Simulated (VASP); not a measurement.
A run of VASP 6.6.1:

File INCAR:

```
SYSTEM = Ga6AsP4
PREC = Accurate ; ENCUT = 400
EDIFF = 1E-6 ; ISMEAR = 0
SIGMA = 0.02 ; LREAL = .False.
LASPH = .True. ; NELM = 120
ALGO = Normal ; ISIF = 2
LWAVE = .False. ; LCHARG = .False.
GGA = PE ; NBANDS = 62
GGA_COMPAT = .False.
```

KPOINTS

```
Automatic mesh
0
Gamma
  2 3 3
  0.5 0 0
```

Contents of POSCAR:

```
Ga6AsP4
1.0
    0.0000000000      0.0000000000      6.3938253771
   -5.8216462079     -3.3611290053      0.0000000000
    5.8216462079     -3.3611290053      0.0000000000
Ga As P
6 1 4
Direct
    0.4839727108      0.3333333824      0.3333333824
    0.4995011299      1.0000000709      0.6666666923
    0.5135428021      0.6666666752      0.0000000896
    0.9915413115      0.3442085356      1.0567362042
    0.9915413115      1.0458610821      0.3224583108
    0.9915413115      0.6099305279      0.6208056305
    0.8848210056      0.0000000896      0.6666666752
    0.8846691404      0.6666666752      0.0000000896
    0.3762731789      0.3366149552      1.0024865767
    0.3762731789      0.9992049825      0.3300516432
    0.3762731789      0.6641800592      0.6674617770
```

Potentials or basis: VASP PAW PBE potentials, release 64 (Ga_d, As, P).

Run with:

```sh
$ cat potpaw_PBE.64/Ga_d/POTCAR potpaw_PBE.64/As/POTCAR potpaw_PBE.64/P/POTCAR > POTCAR
$ mpirun -np 1 vasp_std > vasp.out
```

Hardware: 1 thread of Intel(R) Xeon(R) Platinum 8375C CPU @ 2.90GHz (Ice Lake), on a shared host.

**Question.** How long does it take, and how much memory?

**Answer.** Wall time 72 s on 1 thread of Intel(R) Xeon(R) Platinum 8375C CPU @ 2.90GHz (Ice Lake), on a shared host, peak memory 0.3 GiB. Counts: scf iterations 15, k points 5.
